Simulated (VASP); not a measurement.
# Ga (I4/mmm) in VASP: single point with PBE

Aim: the single point of Ga with PBE.

All numbers are computed with VASP 6.6.1; they aren't measurements. Logs are shortened: lines on timing, memory, paths and dates and some standing lists are left out, and cuts for length are marked.

## 1. The cell of the first run

It takes space group I4/mmm (No. 139, tetragonal). Conventional cell: a = 2.808 Å, b = 2.808 Å, c = 4.324 Å, α = 90.00°, β = 90.00°, γ = 90.00°. Within 3.7 Å of Ga (site symmetry 4/mmm) lie 12 Ga at 2.81 to 2.94 Å.

## 2. Single point, PBE (zz strain of -3 %)

Contents of INCAR:

```
ALGO = Normal
EDIFF = 1E-6
ENCUT = 520
GGA = PE
ISIF = 2
ISMEAR = -1
ISYM = 0
LASPH = True
LCHARG = False
LREAL = False
LWAVE = False
NBANDS = 12
NELM = 60
PREC = Accurate
SIGMA = 0.05
```

Contents of KPOINTS:

```
k-points
0
Gamma
  14 14 16
```

Contents of POSCAR:

```
Ga
1.0
   -1.4040000000      1.4040000000      2.1621300000
    1.4040000000     -1.4040000000      2.1621300000
    1.4040000000      1.4040000000     -2.1621300000
Ga
1
Direct
    0.0000000000      0.0000000000      0.0000000000
```

Potentials or basis: VASP PAW PBE potentials, release 64 (Ga_d).

Started as:

```
> cat potpaw_PBE.64/Ga_d/POTCAR > POTCAR
> mpirun -np 1 vasp_std > vasp.out
```

OUTCAR:

```text
EDIFF = 1E-6
   ENCUT = 520
   GGA = PE
   ISIF = 2
   ISMEAR = -1
   ISYM = 0
   LASPH = True
   LREAL = False
   NELM = 60
   PREC = Accurate

 ion  position               nearest neighbor table
   1  0.000  0.000  0.000-

IMPORTANT INFORMATION: All symmetrisations will be switched off!
NOSYMM: (Re-)initialisation of all symmetry stuff for point group C_1.

----------------------------------------------------------------------------------------

                                     Primitive cell

  volume of cell :      17.0481

  direct lattice vectors                    reciprocal lattice vectors
    -1.404000000  1.404000000  2.162130000     0.000000000  0.356125356  0.231253440
     1.404000000 -1.404000000  2.162130000     0.356125356  0.000000000  0.231253440
     1.404000000  1.404000000 -2.162130000     0.356125356  0.356125356  0.000000000

  length of vectors
     2.935513266  2.935513266  2.935513266     0.424621505  0.424621505  0.503637309

  position of ions in fractional coordinates (direct lattice)
     0.000000000  0.000000000  0.000000000

  ion indices of the primitive-cell ions
   primitive index   ion index
                 1           1

----------------------------------------------------------------------------------------

 KPOINTS: k-points

Automatic generation of k-mesh.
 Grid dimensions read from file:
 generate k-points for:   14   14   16

 Generating k-lattice:

  Cartesian coordinates                     Fractional coordinates (reciprocal lattice)
     0.000000000  0.025437525  0.016518103     0.071428571  0.000000000 -0.000000000
     0.025437525  0.000000000  0.016518103     0.000000000  0.071428571 -0.000000000
     0.022257835  0.022257835  0.000000000     0.000000000  0.000000000  0.062500000

  Length of vectors
     0.030330108  0.030330108  0.031477332

  Shift w.r.t. Gamma in fractional coordinates (k-lattice)
     0.000000000  0.000000000  0.000000000

 -----------------------------------------------------------------------------
|                                                                             |
|           W    W    AA    RRRRR   N    N  II  N    N   GGGG   !!!           |
|           W    W   A  A   R    R  NN   N  II  NN   N  G    G  !!!           |
|           W    W  A    A  R    R  N N  N  II  N N  N  G       !!!           |
|           W WW W  AAAAAA  RRRRR   N  N N  II  N  N N  G  GGG   !            |
|           WW  WW  A    A  R   R   N   NN  II  N   NN  G    G                |
|           W    W  A    A  R    R  N    N  II  N    N   GGGG   !!!           |
|                                                                             |
|     Your reciprocal lattice and k-lattice belong to different lattice       |
|     classes:                                                                |
|                                                                             |
|        The reciprocal lattice is body-centered tetragonal,                  |
|        whereas your k-lattice is base-centered monoclinic.                  |
|                                                                             |
|     Results are often still useful ...                                      |
|                                                                             |
 -----------------------------------------------------------------------------

 WARNING: IBZKPT: internal override: KBLOWUP is changed to .FALSE.
      ... skipping the blow-up phase ...

 Subroutine IBZKPT returns following result:
 ===========================================

 Found   1572 irreducible k-points:

 Following reciprocal coordinates:
            Coordinates               Weight
  0.000000  0.000000  0.000000      1.000000
  0.071429 -0.000000 -0.000000      2.000000
  0.142857 -0.000000  0.000000      2.000000
  0.214286 -0.000000  0.000000      2.000000
  0.285714 -0.000000  0.000000      2.000000
  0.357143 -0.000000  0.000000      2.000000
[... 16 lines left out ...]
 -0.000000  0.142857  0.000000      2.000000
  0.071429  0.142857  0.000000      2.000000
 [... further k-points ...]
   k-points           NKPTS =   1572   k-points in BZ     NKDIM =   1572   number of bands    NBANDS=     12
   number of dos      NEDOS =    301   number of ions     NIONS =      1
   total plane-waves  NPLWV =  13824
   dimension x,y,z NGX =    24 NGY =   24 NGZ =   24
   dimension x,y,z NGXF=    48 NGYF=   48 NGZF=   48
   ions per type =               1
   NGX,Y,Z   is equivalent  to a cutoff of  13.59, 13.59, 13.59 a.u.
   NGXF,Y,Z  is equivalent  to a cutoff of  27.18, 27.18, 27.18 a.u.
 SYSTEM =  unknown system
   PREC   = accura    normal or accurate (medium, high low for compatibility)
   ISTART =      0    job   : 0-new  1-cont  2-samecut
   ICHARG =      2    charge: 1-file 2-atom 10-const
   ISPIN  =      1    spin polarized calculation?
   LNONCOLLINEAR =      F non collinear calculations
   LSORBIT =      F    spin-orbit coupling
   LASPH  =      T    aspherical Exc in radial PAW
   ENCUT  =  520.0 eV  38.22 Ry    6.18 a.u.   5.46  5.46  5.46*2*pi/ulx,y,z
   NELM   =     60;   NELMIN=  2; NELMDL= -5     # of ELM steps
   EDIFF  = 0.1E-05   stopping-criterion for ELM
   LREAL  =      F    real-space projection
   EDIFFG = 0.1E-04   stopping-criterion for IOM
   NSW    =      0    number of steps for IOM
   IBRION =     -1    ionic relax: 0-MD 1-quasi-New 2-CG
   NFREE  =      0    steps in history (QN), initial steepest desc. (CG)
   ISIF   =      2    stress and relaxation
   ISYM   =      0    0-nonsym 1-usesym 2-fastsym
   POTIM  = 0.5000    time-step for ionic-motion
   TEBEG  =    0.0;   TEEND  =   0.0 temperature during run
   PSTRESS=    0.0 pullay stress
   NELECT =      13.0000    total number of electrons
   NUPDOWN=      -1.0000    fix difference up-down
   EMIN   =  10.00;   EMAX   =-10.00  energy-range for DOS
   EFERMI =   0.00;   METHOD = LEGACY
   ISMEAR =    -1;   SIGMA  =   0.05  broadening in eV -4-tet -1-fermi 0-gaus
   EFERMI_NEDOS =   21; number of points for ismear=-14 and -15
   IALGO  =     38    algorithm
   IMIX   =      4    mixing-type and parameters
     AMIX     =   0.40;   BMIX     =  1.00
     AMIX_MAG =   1.60;   BMIX_MAG =  1.00
  volume/ion in A,a.u.               =      17.05       115.05
  Fermi-wavevector in a.u.,A,eV,Ry     =   1.495652  2.826373 30.435899  2.236975
  Thomas-Fermi vector in A             =   2.607769
   LORBIT       =      0    0 simple, 1 ext, 2 COOP (PROOUT), +10 PAW based schemes
   GGA     = PE    functional components
   LHFCALC =     F    Hartree Fock is set to
   AEXX    =    0.0000 exact exchange contribution
   IVDW    =     0    specifies the selected vdW correction
   LEPSILON=     F    determine dielectric tensor
   LRPA    =     F    only Hartree local field effects (RPA)
 non-spin polarized calculation
  energy-cutoff  :      520.00
  volume of cell :       17.05
 maximum number of plane-waves:       473
 NGX is ok and might be reduce to    24
   NGX = 11   NGY = 11   NGZ = 11

 number of electron      13.0000000 magnetization

 Free energy of the ion-electron system (eV)
  ---------------------------------------------------
  ext. energy  EPLUGINS =         0.00000000
  ---------------------------------------------------
  free energy    TOTEN  =        -2.85453281 eV

  energy without entropy =       -2.85179247  energy(sigma->0) =       -2.85316264

 E-fermi :   6.6074     XC(G=0): -11.5344

 val. band max:        6.6031630431   @ k =  -0.4286  -0.4286   0.2500
 cond. band min:       6.6112895141   @ k =  -0.2857  -0.0714   0.4375
 fundamental gap:      0.0081264710
 Fermi energy:         6.6073909864

 k-point     1 :       0.0000    0.0000    0.0000
  band No.  band energies     occupation
      1      -8.5327      2.00000
      2      -8.4312      2.00000
      3      -8.4302      2.00000
      4      -8.3677      2.00000
      5      -8.2595      2.00000
      6      -5.3086      2.00000
      7      19.9104      0.00000
      8      19.9115      0.00000
      9      20.0393      0.00000
     10      23.0484      0.00000
     11      23.3549      0.00000
     12      23.8119      0.00000

 k-point     2 :       0.0714   -0.0000   -0.0000
  band No.  band energies     occupation
      1      -8.5258      2.00000
      2      -8.4324      2.00000
      3      -8.4236      2.00000
      4      -8.3664      2.00000
      5      -8.2629      2.00000
      6      -5.1670      2.00000
      7      18.1334      0.00000
      8      19.5439      0.00000
      9      19.6887      0.00000
     10      22.1787      0.00000
     11      24.0316      0.00000
     12      24.2689      0.00000

 k-point     3 :       0.1429   -0.0000    0.0000
  band No.  band energies     occupation
      1      -8.5132      2.00000
      2      -8.4405      2.00000
      3      -8.4061      2.00000
      4      -8.3549      2.00000
      5      -8.2701      2.00000
      6      -4.7386      2.00000
      7      15.0515      0.00000
      8      18.6499      0.00000
      9      19.2415      0.00000
     10      21.8719      0.00000
     11      23.8747      0.00000
     12      25.3735      0.00000
[... 286 lines left out ...]
 k-point    23 :      -0.0000    0.1429    0.0000
  band No.  band energies     occupation
      1      -8.5132      2.00000
      2      -8.4405      2.00000
      3      -8.4061      2.00000
      4      -8.3549      2.00000
      5      -8.2701      2.00000
      6      -4.7386      2.00000
      7      15.0515      0.00000
      8      18.6499      0.00000
      9      19.2415      0.00000
     10      21.8719      0.00000
     11      23.8747      0.00000
     12      25.3735      0.00000

 k-point    24 :       0.0714    0.1429    0.0000
  band No.  band energies     occupation
      1      -8.5143      2.00000
      2      -8.4313      2.00000
      3      -8.4019      2.00000
      4      -8.3552      2.00000
      5      -8.2660      2.00000
      6      -4.4240      2.00000
      7      14.2316      0.00000
      8      16.6762      0.00000
      9      19.3953      0.00000
     10      22.2979      0.00000
     11      22.9423      0.00000
     12      24.9507      0.00000

 [... further k-points ...]

------------------------ aborting loop because EDIFF is reached ----------------------------------------

  FORCE on cell =-STRESS in cart. coord.  units (eV):
  Direction    XX          YY          ZZ          XY          YZ          ZX
  --------------------------------------------------------------------------------------
  -------------------------------------------------------------------------------------
  Total        0.6864998      0.6865012      0.7387368     -0.0186829      0.0322436      0.0322436
  in kB       64.5171256     64.5172518     69.4263500     -1.7558120      3.0302453      3.0302512
  external PRESSURE =      66.1535758 kB  Pullay stress =       0.0000000 kB

 VOLUME and BASIS-vectors are now :
 -----------------------------------------------------------------------------
  energy-cutoff  :      520.00
  volume of cell :       17.05
      direct lattice vectors                 reciprocal lattice vectors
    -1.404000000  1.404000000  2.162130000     0.000000000  0.356125356  0.231253440
     1.404000000 -1.404000000  2.162130000     0.356125356  0.000000000  0.231253440
     1.404000000  1.404000000 -2.162130000     0.356125356  0.356125356  0.000000000

 POSITION                                       TOTAL-FORCE (eV/Angst)
 -----------------------------------------------------------------------------------
      0.00000      0.00000      0.00000         0.000001     -0.000000     -0.000000
 -----------------------------------------------------------------------------------
    total drift:                                0.000001     -0.000000     -0.000000

  FREE ENERGIE OF THE ION-ELECTRON SYSTEM (eV)
  ---------------------------------------------------
  free  energy   TOTEN  =        -2.8545328139 eV

  energy  without entropy=       -2.8517924722  energy(sigma->0) =       -2.85316264
```

Run time: 6.6 min. Hardware: 1 thread of AMD EPYC 7R13, shared host; peak memory 0.38 GiB.

Results:

* Free energy: -2.8545 eV
* Pressure: 6.6 GPa

Caveat: the cell differs from its parent crystal (zz strain of -3 %).
